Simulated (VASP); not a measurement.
# Ba: single point with PBEsol

Crystal: Ba.

```
CELL_PARAMETERS angstrom
-2.43433 2.43433 2.43433
2.43433 -2.43433 2.43433
2.43433 2.43433 -2.43433
ATOMIC_POSITIONS crystal
Ba 0.00000 0.00000 0.00000
```

| Item | Value |
| --- | --- |
| Program | VASP 6.6.1 |
| Task | single point |
| Functional | PBEsol |
| Potentials or basis | VASP PAW PBE potentials, release 64 (Ba_sv) |
| Cutoff | 520 eV |
| k mesh | 12 × 12 × 12 |
| Occupations | gaussian, width 0.1 eV |
| Spin | no spin polarisation |
| Dipole correction | no |
| Further INCAR settings | ALGO = Normal; EDIFF = 1e-06; NBANDS = 11 |

| Quantity | Value |
| --- | --- |
| Pressure | 0.1 GPa |
| Band gap on the k mesh | zero (band 5 reaches 2.43 eV, above the bottom of band 6 at 1.16 eV) |

Levels at points of the mesh, in eV from the Fermi level:
```csv
k point,band 2,band 3,band 4,band 5,band 6,band 7,band 8,band 9
"(0.00, 0.00, 0.00)",-13.58,-13.58,-13.58,-2.80,1.91,1.91,1.91,3.47
"(0.50, 0.00, 0.00)",-14.20,-13.78,-13.59,-0.96,0.66,1.55,3.46,4.10
"(0.50, 0.50, 0.50)",-14.01,-14.01,-14.01,-0.67,-0.67,4.79,4.79,4.79
```

It took 45 s on 1 thread of AMD EPYC 7R43 64-Core Processor (Zen 3), on a shared host, peak memory 0.16 GiB.

Caveat: the PAW data sets were made with another functional, which shifts forces and pressure a little; spin-orbit coupling is left out, which moves the levels of the heavy elements.
